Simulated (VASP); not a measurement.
# Be2Se (Pnma) in VASP: a series of runs

The runs below take Be2Se through single point, with PBE.

Program: VASP 6.6.1. These are calculated values, not measurements. Logs are shortened: lines on timing, memory, paths and dates and some standing lists are left out, and cuts for length are marked.

### Step 1. The cell of the first run

Symmetry: Pnma, No. 62, orthorhombic system. The conventional cell has a = 7.680 Å, b = 3.753 Å, c = 5.940 Å, α = 90.00°, β = 90.00°, γ = 90.00°. Be (site symmetry m) has 5 Be at 2.15 to 2.28 Å and 2 Se at 2.35 to 2.42 Å within 2.8 Å. Be (site symmetry m) has 3 Be at 2.21 to 2.28 Å and 3 Se at 2.28 to 2.34 Å within 2.9 Å. Within 3.0 Å of Se (site symmetry m) lie 5 Be at 2.28 to 2.42 Å.

### Step 2. Single point, PBE

File INCAR:

```
  ALGO = Normal
  EDIFF = 1E-6
  ENCUT = 600
  GGA = PE
  GGA_COMPAT = False
  ISIF = 2
  ISMEAR = 0
  LASPH = True
  LCHARG = False
  LREAL = False
  LWAVE = False
  NBANDS = 32
  NELM = 120
  PREC = Accurate
  SIGMA = 0.1
```

File KPOINTS:

```
k-points
0
Gamma
  2 4 4
```

File POSCAR:

```
Be2Se
1.0
    7.6796099648      0.0000000000      0.0000000000
    0.0000000000      3.7532091060      0.0000000000
    0.0000000000      0.0000000000      5.9400316654
Be Se
8 4
Direct
    0.4739884930      0.2500000000      0.4187435766
    0.0260115070      0.7500000000      0.9187435766
    0.5260115070      0.7500000000      0.5812564234
    0.9739884930      0.2500000000      0.0812564234
    0.5228849070      0.7500000000      0.2090446823
    0.0228849070      0.7500000000      0.2909553177
    0.4771150930      0.2500000000      0.7909553177
    0.9771150930      0.2500000000      0.7090446823
    0.8318668519      0.7500000000      0.5974120907
    0.6681331481      0.2500000000      0.0974120907
    0.1681331481      0.2500000000      0.4025879093
    0.3318668519      0.7500000000      0.9025879093
```

Potentials or basis: VASP PAW PBE potentials, release 64 (Be, Se).

On the command line:

```sh
$ cat potpaw_PBE.64/Be/POTCAR potpaw_PBE.64/Se/POTCAR > POTCAR
$ mpirun -np 1 vasp_std > vasp.out
```

OUTCAR:

```text
EDIFF = 1E-6
   ENCUT = 600
   GGA = PE
   ISIF = 2
   ISMEAR = 0
   LASPH = True
   LREAL = False
   NELM = 120
   PREC = Accurate

 ion  position               nearest neighbor table
   1  0.474  0.250  0.419-   3 2.15   3 2.15   7 2.21   5 2.28   5 2.28  11 2.35  10 2.42
   2  0.026  0.750  0.919-   4 2.15   4 2.15   6 2.21   8 2.28   8 2.28  12 2.35   9 2.42
   3  0.526  0.750  0.581-   1 2.15   1 2.15   5 2.21   7 2.28   7 2.28   9 2.35  12 2.42
   4  0.974  0.250  0.081-   2 2.15   2 2.15   8 2.21   6 2.28   6 2.28  10 2.35  11 2.42
   5  0.523  0.750  0.209-   3 2.21  10 2.28  10 2.28   1 2.28   1 2.28  12 2.34
   6  0.023  0.750  0.291-   2 2.21  11 2.28  11 2.28   4 2.28   4 2.28   9 2.34
   7  0.477  0.250  0.791-   1 2.21  12 2.28  12 2.28   3 2.28   3 2.28  10 2.34
   8  0.977  0.250  0.709-   4 2.21   9 2.28   9 2.28   2 2.28   2 2.28  11 2.34
   9  0.832  0.750  0.597-   8 2.28   8 2.28   6 2.34   3 2.35   2 2.42
  10  0.668  0.250  0.097-   5 2.28   5 2.28   7 2.34   4 2.35   1 2.42
  11  0.168  0.250  0.403-   6 2.28   6 2.28   8 2.34   1 2.35   4 2.42
  12  0.332  0.750  0.903-   7 2.28   7 2.28   5 2.34   2 2.35   3 2.42

  LATTYP: Found a simple orthorhombic cell.
 ALAT       =     3.7532091060
 B/A-ratio  =     1.5826540695
 C/A-ratio  =     2.0461449783

  Lattice vectors:

 A1 = (   0.0000000000,   3.7532091060,   0.0000000000)
 A2 = (   0.0000000000,   0.0000000000,   5.9400316654)
 A3 = (   7.6796099648,   0.0000000000,   0.0000000000)

Analysis of symmetry for initial positions (statically):
=====================================================================
 Subroutine PRICEL returns:
 Original cell was already a primitive cell.

 Routine SETGRP: Setting up the symmetry group for a
 simple orthorhombic supercell.

 Subroutine GETGRP returns: Found  8 space group operations
 (whereof  2 operations were pure point group operations)
 out of a pool of  8 trial point group operations.

The static configuration has the point symmetry S_2 .
 The point group associated with its full space group is D_2h.

Analysis of symmetry for dynamics (positions and initial velocities):
=====================================================================
 Subroutine PRICEL returns:
 Original cell was already a primitive cell.

 Routine SETGRP: Setting up the symmetry group for a
 simple orthorhombic supercell.

 Subroutine GETGRP returns: Found  8 space group operations
 (whereof  2 operations were pure point group operations)
 out of a pool of  8 trial point group operations.

[... 126 lines left out ...]
   NUPDOWN=      -1.0000    fix difference up-down
   EMIN   =  10.00;   EMAX   =-10.00  energy-range for DOS
   EFERMI =   0.00;   METHOD = LEGACY
   ISMEAR =     0;   SIGMA  =   0.10  broadening in eV -4-tet -1-fermi 0-gaus
   EFERMI_NEDOS =   21; number of points for ismear=-14 and -15
   IALGO  =     38    algorithm
   IMIX   =      4    mixing-type and parameters
     AMIX     =   0.40;   BMIX     =  1.00
     AMIX_MAG =   1.60;   BMIX_MAG =  1.00
  volume/ion in A,a.u.               =      14.27        96.28
  Fermi-wavevector in a.u.,A,eV,Ry     =   1.008288  1.905388 13.832291  1.016645
  Thomas-Fermi vector in A             =   2.141146
   LORBIT       =      0    0 simple, 1 ext, 2 COOP (PROOUT), +10 PAW based schemes
   GGA     = PE    functional components
   LHFCALC =     F    Hartree Fock is set to
   AEXX    =    0.0000 exact exchange contribution
   IVDW    =     0    specifies the selected vdW correction
   LEPSILON=     F    determine dielectric tensor
   LRPA    =     F    only Hartree local field effects (RPA)
 non-spin polarized calculation
 Gauss-broadening in eV      SIGMA  =   0.10
  energy-cutoff  :      600.00
  volume of cell :      171.21
 maximum number of plane-waves:      5752
 NGX is ok and might be reduce to    64
   NGX = 31   NGY = 15   NGZ = 23

 number of electron      39.9999997 magnetization

 Free energy of the ion-electron system (eV)
  ---------------------------------------------------
  ext. energy  EPLUGINS =         0.00000000
  ---------------------------------------------------
  free energy    TOTEN  =       -45.15809206 eV

  energy without entropy =      -45.15140444  energy(sigma->0) =      -45.15474825

 E-fermi :   5.5293     XC(G=0):  -9.7195

 val. band max:        5.3267365034   @ k =   0.0000   0.0000   0.5000
 cond. band min:       5.5760031386   @ k =   0.5000   0.0000   0.0000
 fundamental gap:      0.2492666352
 Fermi energy:         5.5293215702

 k-point     1 :       0.0000    0.0000    0.0000
  band No.  band energies     occupation
      1     -10.1595      2.00000
      2      -9.3262      2.00000
      3      -9.0684      2.00000
      4      -8.4285      2.00000
      5      -2.6897      2.00000
      6      -1.5485      2.00000
[... 619 lines left out ...]
     31       9.3690      0.00000
     32       9.3690      0.00000

------------------------ aborting loop because EDIFF is reached ----------------------------------------

  FORCE on cell =-STRESS in cart. coord.  units (eV):
  Direction    XX          YY          ZZ          XY          YZ          ZX
  --------------------------------------------------------------------------------------
  -------------------------------------------------------------------------------------
  Total       -0.1082643      0.6096949     -0.1664623      0.0000000      0.0000000      0.0000000
  in kB       -1.0131299      5.7054840     -1.5577432      0.0000000      0.0000000      0.0000000
  external PRESSURE =       1.0448703 kB  Pullay stress =       0.0000000 kB

 VOLUME and BASIS-vectors are now :
 -----------------------------------------------------------------------------
  energy-cutoff  :      600.00
  volume of cell :      171.21
      direct lattice vectors                 reciprocal lattice vectors
     7.679609965  0.000000000  0.000000000     0.130214946  0.000000000  0.000000000
     0.000000000  3.753209106  0.000000000     0.000000000  0.266438659  0.000000000
     0.000000000  0.000000000  5.940031665     0.000000000  0.000000000  0.168349271

 POSITION                                       TOTAL-FORCE (eV/Angst)
 -----------------------------------------------------------------------------------
      3.64005      0.93830      2.48735        -0.014738     -0.000000      0.001698
      0.19976      2.81491      5.45737         0.014738      0.000000      0.001698
      4.03956      2.81491      3.45268         0.014738     -0.000000     -0.001698
      7.47985      0.93830      0.48267        -0.014738      0.000000     -0.001698
      4.01555      2.81491      1.24173        -0.014279     -0.000000      0.005297
      0.17575      2.81491      1.72828        -0.014279     -0.000000     -0.005297
      3.66406      0.93830      4.69830         0.014279     -0.000000     -0.005297
      7.50386      0.93830      4.21175         0.014279     -0.000000      0.005297
      6.38841      2.81491      3.54865        -0.045507     -0.000000     -0.065548
      5.13100      0.93830      0.57863         0.045507     -0.000000     -0.065548
      1.29120      0.93830      2.39138         0.045507      0.000000      0.065548
      2.54861      2.81491      5.36140        -0.045507     -0.000000      0.065548
 -----------------------------------------------------------------------------------
    total drift:                                0.000000     -0.000000     -0.000000

  FREE ENERGIE OF THE ION-ELECTRON SYSTEM (eV)
  ---------------------------------------------------
  free  energy   TOTEN  =       -45.1580920641 eV

  energy  without entropy=      -45.1514044400  energy(sigma->0) =      -45.15474825
```

stdout:

```text
POSCAR found type information on POSCAR BeSe
 POSCAR found :  2 types and      12 ions
 scaLAPACK will be used
 LDA part: xc-table for (Slater+PW92), standard interpolation
 POSCAR, INCAR and KPOINTS ok, starting setup
 FFT: planning ... GRIDC
 FFT: planning ... GRID_SOFT
 FFT: planning ... GRID
 WAVECAR not read
 entering main loop
```

Wall time 3.3 min (1 thread of Intel Xeon 8259CL, shared host); peak memory 0.33 GiB.

Results:

| Property | Result |
| --- | --- |
| Free energy | -45.1581 eV |
| Pressure | 0.1 GPa |
| Largest force | 0.080 eV/Å |
| Band gap on the k mesh | zero (bands 20 and 21 overlap by 0.30 eV) |

Forces in eV/Å, atoms in the order of the input:
```
Be  -0.015  0.000  0.002
Be   0.015  0.000  0.002
Be   0.015  0.000 -0.002
Be  -0.015  0.000 -0.002
Be  -0.014  0.000  0.005
Be  -0.014  0.000 -0.005
Be   0.014  0.000 -0.005
Be   0.014  0.000  0.005
Se  -0.046  0.000 -0.066
Se   0.046  0.000 -0.066
Se   0.046  0.000  0.066
Se  -0.046  0.000  0.066
```

Caveat: the k points lie up to 0.42 Å⁻¹ apart; semilocal functionals underestimate gaps, so a narrow gap can read as zero.

### Step 3. Single point, PBE

File INCAR:

```
  ALGO = Normal
  EDIFF = 1E-6
  ENCUT = 600
  GGA = PE
  GGA_COMPAT = F
  ISIF = 2
  ISMEAR = 0
  LASPH = T
  LCHARG = F
  LREAL = F
  LWAVE = F
  NBANDS = 32
  NELM = 120
  PREC = Accurate
  SIGMA = 0.2
```

File KPOINTS:

```
k-points
0
Gamma
  6 4 4
```

File POSCAR:

```
Be2Se
1.0
    0.0000000000      3.7584051556      0.0000000000
    0.0000000000      0.0000000000      5.9063990120
    7.6991044298      0.0000000000      0.0000000000
Be Se
8 4
Direct
    0.2500000000      0.4183059993      0.4777685914
    0.7500000000      0.9183059993      0.0222314086
    0.7500000000      0.5816940007      0.5222314086
    0.2500000000      0.0816940007      0.9777685914
    0.7500000000      0.2080848384      0.5214365708
    0.7500000000      0.2919151616      0.0214365708
    0.2500000000      0.7919151616      0.4785634292
    0.2500000000      0.7080848384      0.9785634292
    0.7500000000      0.6002214275      0.8320468442
    0.2500000000      0.1002214275      0.6679531558
    0.2500000000      0.3997785725      0.1679531558
    0.7500000000      0.8997785725      0.3320468442
```

Potentials or basis: VASP PAW PBE potentials, release 64 (Be, Se).

On the command line:

```sh
$ cat potpaw_PBE.64/Be/POTCAR potpaw_PBE.64/Se/POTCAR > POTCAR
$ mpirun -np 1 vasp_std > vasp.out
```

Run time: 6.3 min. Hardware: 1 thread of Intel Xeon 8259CL, shared host; peak memory 0.4 GiB.

The run converged. Its results:

```
Free energy            : -45.2403 eV
Pressure               : 0.2 GPa
Largest force          : 0.032 eV/Å
Band gap on the k mesh : zero (bands 20 and 21 overlap by 0.24 eV)
```

Forces on the atoms (eV/Å):
```
Be  -0.009  0.000 -0.002
Be   0.009  0.000 -0.002
Be   0.009  0.000  0.002
Be  -0.009  0.000  0.002
Be  -0.011  0.000  0.010
Be  -0.011  0.000 -0.010
Be   0.011  0.000 -0.010
Be   0.011  0.000  0.010
Se  -0.030  0.000 -0.013
Se   0.030  0.000 -0.013
Se   0.030  0.000  0.013
Se  -0.030  0.000  0.013
```

Stress tensor (GPa, compression positive):
```
0.14 0.00 0.00
0.00 0.29 0.00
0.00 0.00 0.14
```

Levels at points of the mesh, in eV from the Fermi level:
```tsv
k point	band 17	band 18	band 19	band 20	band 21	band 22	band 23	band 24
(0.00, 0.00, 0.00)	-2.67	-1.69	-0.39	0.08	0.32	0.89	1.17	2.03
(0.50, 0.00, 0.00)	-3.73	-3.73	-2.30	-2.30	1.05	1.05	2.22	2.22
(0.00, 0.50, 0.00)	-2.13	-2.13	-0.39	-0.39	-0.11	-0.11	0.73	0.73
(0.50, 0.50, 0.00)	-2.97	-2.97	-1.75	-1.75	0.53	0.53	1.99	1.99
(0.00, 0.00, 0.50)	-1.39	-1.39	0.13	0.13	0.41	0.41	1.39	1.39
(0.50, 0.00, 0.50)	-3.18	-3.18	-3.18	-3.18	1.00	1.00	1.00	1.00
(0.00, 0.50, 0.50)	-2.09	-2.09	-0.83	-0.83	0.22	0.22	1.31	1.31
(0.50, 0.50, 0.50)	-2.73	-2.73	-2.73	-2.73	2.44	2.44	2.44	2.44
```

Caveat: semilocal functionals underestimate gaps, so a narrow gap can read as zero.
